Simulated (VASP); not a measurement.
Set up this calculation in VASP 6.6.1, as the native input.

| Property | Result |
| --- | --- |
| Task | electric field gradients |
| Functional | LDA |
| Potentials or basis | VASP PAW LDA potentials, release 64 (Li_sv) |
| Cutoff | 520 eV |
| k mesh | 13 × 13 × 13 |
| Occupations | fermi-dirac, width 0.05 eV |
| Spin | no spin polarisation |
| Dipole correction | no |
| Further INCAR settings | ALGO = Normal; EDIFF = 1e-08; NBANDS = 8 |

The structure of Li lies in POSCAR:

```
Li
1.0
   -1.7500000000      1.7500000000      1.7150000000
    1.7500000000     -1.7500000000      1.7150000000
    1.7500000000      1.7500000000     -1.7150000000
Li
1
Direct
    0.0000000000      0.0000000000      0.0000000000
```

This cell differs from its parent crystal: zz strain of -2 %.

These files were run (other wordings do the same):

INCAR

```
SYSTEM = Li
PREC = Accurate ; ENCUT = 520
EDIFF = 1E-8 ; ISMEAR = -1
SIGMA = 0.05 ; LREAL = .False.
LASPH = .True. ; NELM = 100
ALGO = Normal ; ISIF = 2
LWAVE = .False. ; LCHARG = .False.
GGA = CA ; LEFG = .True.
NBANDS = 8
```

KPOINTS

```
Automatic mesh
0
Gamma
  13 13 13
  0 0 0
```

Potentials or basis: VASP PAW LDA potentials, release 64 (Li_sv).

Run with:

```sh
$ cat potpaw_LDA.64/Li_sv/POTCAR > POTCAR
$ mpirun -np 1 vasp_std > vasp.out
```

It took 9.6 s on 1 thread of Intel(R) Xeon(R) Platinum 8488C (Sapphire Rapids) (shared host), peak memory 0.13 GiB.
